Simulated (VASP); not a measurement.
Crystal: BeS.

```
Be S
1.0
     0.08111    2.39840    2.39840
     2.39840    0.08111    2.39840
     2.39840    2.39840    0.08111
Be S
1 1
Direct
  0.00000 0.00000 0.00000
  0.50000 0.50000 0.50000
```

This cell differs from its parent crystal: strain along [111] +5.2%.

Base run:

```yaml
Program: VASP 6.6.1
Functional: r2SCAN
Potentials_or_basis: VASP PAW PBE potentials, release 64 (Be, S)
Cutoff: 520 eV
k_mesh: 10 × 10 × 10
Occupations: gaussian, width 0.01 eV
Spin: no spin polarisation
```

Its results: band gap on the k mesh 1.08 eV (least direct gap 4.01 eV); pressure -5.2 GPa.

Q: The run is repeated on the same cell with these changes: functional from r2SCAN to PBE; occupations from gaussian, width 0.01 eV to fermi-dirac, width 0.02 eV. What comes out?

A: Band gap on the k mesh 0.74 eV (least direct gap 3.58 eV); pressure -5.2 GPa.

Caveats: the cell stands under tension; the PAW data sets were made with another functional, which shifts forces and pressure a little (at least some runs).

A k mesh can miss the band edges.
